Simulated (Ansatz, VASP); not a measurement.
**Two plane-wave programs on Rh**

INCAR

```
PREC = Accurate
ENCUT = 500
EDIFF = 1E-6
ISMEAR = 0
SIGMA = 0.1
LREAL = F
LASPH = T
NELM = 120
ALGO = Normal
ISIF = 2
LWAVE = F
LCHARG = T
LELF = T
LVHAR = T
NBANDS = 14
GGA_COMPAT = F
```

File KPOINTS:

```
regular mesh
0
Gamma
  8 8 8
```

The input POSCAR:

```
Rh
1.0
    0.0000000000      1.9029860900      1.9029860900
    1.9029860900      0.0000000000      1.9029860900
    1.9029860900      1.9029860900      0.0000000000
Rh
1
Direct
    0.0000000000      0.0000000000      0.0000000000
```

Input for Ansatz:

```yaml
crystal:
  lattice:
    - [0.0, 1.90298609, 1.90298609]
    - [1.90298609, 0.0, 1.90298609]
    - [1.90298609, 1.90298609, 0.0]
  atoms:
    - { symbol: Rh, position: [0.0, 0.0, 0.0] }
basis:
  ecutwfc: 420
kpoints:
  mp_grid: { grid: [8, 8, 8] }
hamiltonian:
  xc: lda
  pseudopotentials: { kind: paw, azcp: { folder: soft_1 } }
scf:
  occupations: { method: gaussian, width: 0.1 }
output:
  forces: true
  stress: true
  eigenvalues: true
```

Alike in both runs: task single point; functional LDA; k mesh 8 × 8 × 8; occupations gaussian, width 0.1 eV; no spin polarisation.

|  | VASP | Ansatz |
| --- | --- | --- |
| version | VASP 6.6.1 | Ansatz 0.2.0 |
| potentials or method | VASP PAW LDA potentials, release 64 (Rh_pv), cutoff 500 eV | scalar-relativistic, plane waves, PAW |
| valence electrons in the cell | 15 | 17 |

```csv
,VASP,Ansatz,Ansatz less VASP
gap on the k mesh at the Fermi level (eV),none,none,-
pressure (GPa),-10.1,-10.9,-0.78
```

Ansatz warns that its potentials were made for another functional, while VASP's fit it. LDA's correlation is that of Perdew and Zunger in VASP and of Perdew and Wang (1992) in Ansatz. A gap of «none» marks a metal or a gap that the smearing closes. VASP's potentials hold 15 valence electrons a cell and Ansatz's 17, so a difference there can come from the potentials and not from the codes.
